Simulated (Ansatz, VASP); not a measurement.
One calculation of GaF, two programs

```
Ga F
1.0
     3.16592    0.00000    0.00000
     0.00000    3.16592    0.00000
     0.00000    0.00000    3.16592
Ga F
1 1
Direct
  0.00000 0.00000 0.00000
  0.50000 0.50000 0.50000
```

Alike in both runs: functional r2SCANh; k mesh 5 × 5 × 5; occupations fermi-dirac, width 0.05 eV; no spin polarisation.

|  | VASP | Ansatz |
| --- | --- | --- |
| version | VASP 6.6.1 | Ansatz 0.2.0 |
| potentials or method | VASP PAW PBE potentials, release 64 (Ga_d, F) | Ansatz PAW |
| plane-wave cutoff (eV) | 520 | 500 |
| valence electrons in the cell | 20 | 20 |
| task | single point | band structure |

```tsv
	VASP	Ansatz	Ansatz less VASP
gap on the k mesh at the Fermi level (eV)	3.02	3.00	-0.024
pressure (GPa)	-2.1	-2.0	+0.15
```

VASP's potentials were made for PBE, not for r2SCANh.
